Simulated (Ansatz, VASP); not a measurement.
**PbI2: VASP beside Ansatz**

File INCAR:

```
PREC     = Accurate       # precision mode
ENCUT    = 500            # plane-wave cutoff, eV
EDIFF    = 1E-6           # SCF threshold, eV
ISMEAR   = 0              # smearing method
SIGMA    = 0.1            # smearing width, eV
LREAL    = F              # projectors in reciprocal space
LASPH    = T              # aspherical terms in the spheres
NELM     = 120            # most SCF steps
ALGO     = Normal         # electronic algorithm
ISIF     = 2              # what is computed and relaxed
LWAVE    = F              # write WAVECAR
LCHARG   = T              # write CHGCAR
GGA      = PS             # functional
LELF     = T              # ELF
LVHAR    = T            
NBANDS   = 21             # bands
GGA_COMPAT= F
```

File KPOINTS:

```
Automatic mesh
0
Gamma
  3 3 1
```

POSCAR

```
PbI2
1.0
    4.7583550253      0.0000000000      0.0000000000
   -2.3791775127      4.1208563322      0.0000000000
    0.0000000000      0.0000000000      7.2884806774
Pb I
1 2
Direct
    0.0000000000      0.0000000000      0.0000000000
    0.3333333333      0.6666666667      0.2650000000
    0.6666666667      0.3333333333      0.7350000000
```

Input for Ansatz:

```yaml
crystal:
  lattice:
    - [4.7583550253, 0.0, 0.0]
    - [-2.3791775127, 4.1208563322, 0.0]
    - [0.0, 0.0, 7.2884806774]
  atoms:
    - { symbol: Pb, position: [0.0, 0.0, 0.0] }
    - { symbol: I, position: [0.3333333333, 0.6666666667, 0.265] }
    - { symbol: I, position: [0.6666666667, 0.3333333333, 0.735] }
basis:
  ecutwfc: 420
kpoints:
  mp_grid: { grid: [3, 3, 1] }
hamiltonian:
  xc: pbesol
scf:
  occupations: { method: gaussian, width: 0.1 }
output:
  forces: true
  stress: true
  eigenvalues: true
```

Alike in both runs: task single point; functional PBEsol; k mesh 3 × 3 × 1; occupations gaussian, width 0.1 eV; no spin polarisation.

|  | VASP | Ansatz |
| --- | --- | --- |
| version | VASP 6.6.1 | Ansatz 0.2.0 |
| potentials or method | VASP PAW PBE potentials, release 64 (Pb_d, I), cutoff 500 eV | scalar-relativistic, plane waves, PAW |
| valence electrons in the cell | 28 | 48 |

|  | VASP | Ansatz | Ansatz less VASP |
| --- | --- | --- | --- |
| gap on the k mesh at the Fermi level (eV) | 2.68 | 2.69 | +0.006 |
| least direct gap on the mesh (eV) | 2.92 | 2.93 | +0.010 |
| pressure (GPa) | -2.8 | -2.8 | +0.01 |
| traceless stress, the component that is largest in VASP (GPa) | -0.09 | -0.09 | 0.000 |
| rms of the force components (eV/Å) | 0.232 | 0.232 | +0.0007 |

VASP's potentials were made for PBE, not for PBEsol. Atom by atom the forces differ by 0.001 eV/Å (rms over components). VASP's potentials hold 28 valence electrons a cell and Ansatz's 48, so a difference there can come from the potentials and not from the codes.

The k mesh is coarse, so the values compare programs but aren't converged. Spin-orbit coupling is off throughout.
